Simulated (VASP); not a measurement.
A run of VASP 6.6.1:

The input INCAR:

```
SYSTEM = Al2BAs2
  PREC = Accurate
  ENCUT = 520
  EDIFF = 1E-7
  ISMEAR = 0
  SIGMA = 0.1
  LREAL = .FALSE.
  LASPH = .TRUE.
  NELM = 60
  ALGO = Normal
  ISIF = 2
  LWAVE = .FALSE.
  LCHARG = .FALSE.
  GGA = PE
  NBANDS = 18
```

Contents of KPOINTS:

```
Automatic mesh
0
G
  12 12 12
  0 0 0
```

The input POSCAR:

```
Al2BAs2
1.0
   -2.1340777095      2.1340777095      5.4536262194
    2.1340777095     -2.1340777095      5.4536262194
    2.1340777095      2.1340777095     -5.4536262194
Al B As
2 1 2
Direct
    0.3855910812      0.3855910812      0.0000000000
    0.6144089188      0.6144089188      0.0000000000
    0.0000000000      0.0000000000      0.0000000000
    0.2500000000      0.7500000000      0.5000000000
    0.7500000000      0.2500000000      0.5000000000
```

Potentials or basis: VASP PAW PBE potentials, release 64 (Al, B, As).

Launch:

```bash
$ cat potpaw_PBE.64/Al/POTCAR potpaw_PBE.64/B/POTCAR potpaw_PBE.64/As/POTCAR > POTCAR
$ mpirun -np 1 vasp_std > vasp.out
```

Hardware: 1 thread of AMD EPYC 7R13 Processor (Zen 3) (shared host).

**Question.** Estimate the wall time of this run.

**Answer.** It took 5.7 min on 1 thread of AMD EPYC 7R13 Processor (Zen 3), on a shared host, peak memory 0.49 GiB. Counts: scf iterations 14, k points 163.
